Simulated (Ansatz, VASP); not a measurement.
Au in VASP and in Ansatz

```
Au
1.0
     4.75682    0.00000    0.00000
    -2.37841    4.11953    0.00000
     0.00000    0.00000    2.80765
Au
3
Cartesian
  0.0000 0.0000 0.0000
  0.0000 2.7464 1.4038
  2.3784 1.3732 1.4038
```

Alike in both runs: functional PBE; k mesh 9 × 9 × 12; occupations fermi-dirac, width 0.08 eV; no spin polarisation.

Ansatz relaxed the structure, and its values are those at the end. VASP's run is a single point on that final structure, the one shown.

|  | VASP | Ansatz |
| --- | --- | --- |
| version | VASP 6.6.1 | Ansatz 0.2.0 |
| potentials or method | VASP PAW PBE potentials, release 64 (Au) | PAW with Ansatz's default frozen-core files, scalar-relativistic |
| plane-wave cutoff (eV) | 520 | 420 |
| valence electrons in the cell | 33 | 57 |

```tsv
	VASP	Ansatz	Ansatz less VASP
pressure (GPa)	-0.2	0.0	+0.23
```

The functional is the same, so the differences come from potentials, cutoffs and numerics. VASP's potentials hold 33 valence electrons a cell and Ansatz's 57, so a difference there can come from the potentials and not from the codes.

Spin-orbit coupling is off throughout.
